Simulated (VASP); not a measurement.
# GaC3 (Pm-3m) in VASP: notebook, part 2 of 2

VASP 6.6.1. Earlier steps stand in the parts before.

## Step 4: Single point, LDA

This run uses another cell than the first one, of 8.96 Å³/atom, 1.043 times its volume.

INCAR

```
  PREC = Accurate
  ENCUT = 520
  EDIFF = 1E-6
  ISMEAR = 0
  SIGMA = 0.1
  LREAL = F
  LASPH = T
  NELM = 100
  ALGO = Normal
  ISIF = 2
  LWAVE = F
  LCHARG = F
  GGA = CA
  NBANDS = 20
```

KPOINTS

```
regular mesh
0
Gamma
  7 7 7
```

POSCAR

```
GaC3
1.0
    3.2966725100      0.0000000000      0.0000000000
    0.0000000000      3.2966725100      0.0000000000
    0.0000000000      0.0000000000      3.2966725100
Ga C
1 3
Direct
    0.0000000000      0.0000000000      0.0000000000
    0.0000000000      0.5000000000      0.5000000000
    0.5000000000      0.0000000000      0.5000000000
    0.5000000000      0.5000000000      0.0000000000
```

Potentials or basis: VASP PAW LDA potentials, release 64 (Ga_d, C).

Launch:

```bash
$ cat potpaw_LDA.64/Ga_d/POTCAR potpaw_LDA.64/C/POTCAR > POTCAR
$ mpirun -np 1 vasp_std > vasp.out
```

OUTCAR:

```text
PREC = Accurate
   ENCUT = 520
   EDIFF = 1E-6
   ISMEAR = 0
   LREAL = F
   LASPH = T
   NELM = 100
   ISIF = 2
   GGA = CA

 ion  position               nearest neighbor table
   1  0.000  0.000  0.000-   2 2.33   3 2.33   4 2.33   2 2.33   3 2.33   2 2.33   4 2.33   2 2.33
                             3 2.33   4 2.33   3 2.33   4 2.33
   2  0.000  0.500  0.500-   1 2.33   1 2.33   1 2.33   1 2.33
   3  0.500  0.000  0.500-   1 2.33   1 2.33   1 2.33   1 2.33
   4  0.500  0.500  0.000-   1 2.33   1 2.33   1 2.33   1 2.33

  LATTYP: Found a simple cubic cell.
 ALAT       =     3.2966725100

  Lattice vectors:

 A1 = (   3.2966725100,   0.0000000000,   0.0000000000)
 A2 = (   0.0000000000,   3.2966725100,   0.0000000000)
 A3 = (   0.0000000000,   0.0000000000,   3.2966725100)

Analysis of symmetry for initial positions (statically):
=====================================================================
 Subroutine PRICEL returns:
 Original cell was already a primitive cell.

 Routine SETGRP: Setting up the symmetry group for a
 simple cubic supercell.
[... 164 lines left out ...]

  energy without entropy =      -20.91399790  energy(sigma->0) =      -20.91868968

 E-fermi :   7.5799     XC(G=0): -12.8725

 val. band max:        7.5551364632   @ k =   0.0000   0.0000   0.0000
 cond. band min:       7.6154738683   @ k =   0.2857   0.1429   0.0000
 fundamental gap:      0.0603374051
 Fermi energy:         7.5799081971

 k-point     1 :       0.0000    0.0000    0.0000
  band No.  band energies     occupation
      1      -9.1396      2.00000
      2      -7.6044      2.00000
      3      -7.6044      2.00000
      4      -7.3880      2.00000
      5      -7.3880      2.00000
      6      -7.3880      2.00000
[... 449 lines left out ...]
     19      20.3837      0.00000
     20      20.9821      0.00000

------------------------ aborting loop because EDIFF is reached ----------------------------------------

  FORCE on cell =-STRESS in cart. coord.  units (eV):
  Direction    XX          YY          ZZ          XY          YZ          ZX
  --------------------------------------------------------------------------------------
  -------------------------------------------------------------------------------------
  Total       -0.9804442     -0.9804442     -0.9804442     -0.0000000     -0.0000000      0.0000000
  in kB      -43.8435858    -43.8435858    -43.8435858     -0.0000000     -0.0000000      0.0000000
  external PRESSURE =     -43.8435858 kB  Pullay stress =       0.0000000 kB

 VOLUME and BASIS-vectors are now :
 -----------------------------------------------------------------------------
  energy-cutoff  :      520.00
  volume of cell :       35.83
      direct lattice vectors                 reciprocal lattice vectors
     3.296672510  0.000000000  0.000000000     0.303336166  0.000000000  0.000000000
     0.000000000  3.296672510  0.000000000     0.000000000  0.303336166  0.000000000
     0.000000000  0.000000000  3.296672510     0.000000000  0.000000000  0.303336166

 POSITION                                       TOTAL-FORCE (eV/Angst)
 -----------------------------------------------------------------------------------
      0.00000      0.00000      0.00000         0.000000      0.000000      0.000000
      0.00000      1.64834      1.64834         0.000000      0.000000      0.000000
      1.64834      0.00000      1.64834         0.000000      0.000000      0.000000
      1.64834      1.64834      0.00000         0.000000      0.000000      0.000000
 -----------------------------------------------------------------------------------
    total drift:                               -0.000000      0.000000      0.000000

  FREE ENERGIE OF THE ION-ELECTRON SYSTEM (eV)
  ---------------------------------------------------
  free  energy   TOTEN  =       -20.9233814536 eV

  energy  without entropy=      -20.9139978984  energy(sigma->0) =      -20.91868968
```

Run time: 13 s. Hardware: 1 thread of AMD EPYC 9R45 (Zen 5), shared host; peak memory 0.11 GiB.

Results:

| Quantity | Value |
| --- | --- |
| Free energy | -20.9234 eV |
| Pressure | -4.4 GPa |

Levels at points of the mesh, in eV from the Fermi level:
```csv
k point,band 9,band 10,band 11,band 12,band 13,band 14,band 15,band 16
"(0.00, 0.00, 0.00)",-5.51,-5.51,-5.51,-0.02,1.29,1.29,1.29,3.88
```

## Step 5: Single point, LDA

This run uses another cell than the first one, of 9.14 Å³/atom, 1.064 times its volume.

INCAR

```
SYSTEM = GaC3
ALGO = Normal
EDIFF = 1E-6
ENCUT = 520
ISIF = 2
ISMEAR = 0
LASPH = .TRUE.
LCHARG = .FALSE.
LREAL = .FALSE.
LWAVE = .FALSE.
NBANDS = 20
NELM = 100
PREC = Accurate
SIGMA = 0.1
```

KPOINTS

```
k-points
0
G
  7 7 7
  0 0 0
```

POSCAR

```
GaC3
1.0
    3.3189480000      0.0000000000      0.0000000000
    0.0000000000      3.3189480000      0.0000000000
    0.0000000000      0.0000000000      3.3189480000
Ga C
1 3
Direct
    0.0000000000      0.0000000000      0.0000000000
    0.0000000000      0.5000000000      0.5000000000
    0.5000000000      0.0000000000      0.5000000000
    0.5000000000      0.5000000000      0.0000000000
```

Launch:

```bash
$ cat potpaw_LDA.64/Ga_d/POTCAR potpaw_LDA.64/C/POTCAR > POTCAR
$ mpirun -np 1 vasp_std > vasp.out
```

It took 12 s on 1 thread of AMD EPYC 9R45 (Zen 5), shared host; peak memory 0.11 GiB.

Results (log left out):

* Free energy: -20.8963 eV
* Pressure: -7.5 GPa

Levels at points of the mesh, in eV from the Fermi level:
```
           k point  band 8  band 9  band 10  band 11  band 12  band 13  band 14  band 15  band 16  band 17
(0.00, 0.00, 0.00)   -5.99   -5.39    -5.39    -5.39    -0.11     1.27     1.27     1.27     3.81     3.81
```

## Step 6: The runs side by side

| cell | gap on the mesh (eV) | pressure (GPa) |
| --- | --- | --- |
| a = 3.251 Å, 4 atoms | none | 3.0 |
| a = 3.274 Å, 4 atoms | none | -0.9 |
| a = 3.297 Å, 4 atoms | none | -4.4 |
| a = 3.319 Å, 4 atoms | none | -7.5 |

Alike in all rows: task single point; level LDA; potentials or basis VASP PAW LDA potentials, release 64 (Ga_d, C); no spin polarisation; k mesh 7 × 7 × 7; cutoff (eV) 520; smearing gaussian 0.1 eV.

Absolute energies hang on the potentials; compare differences alone.
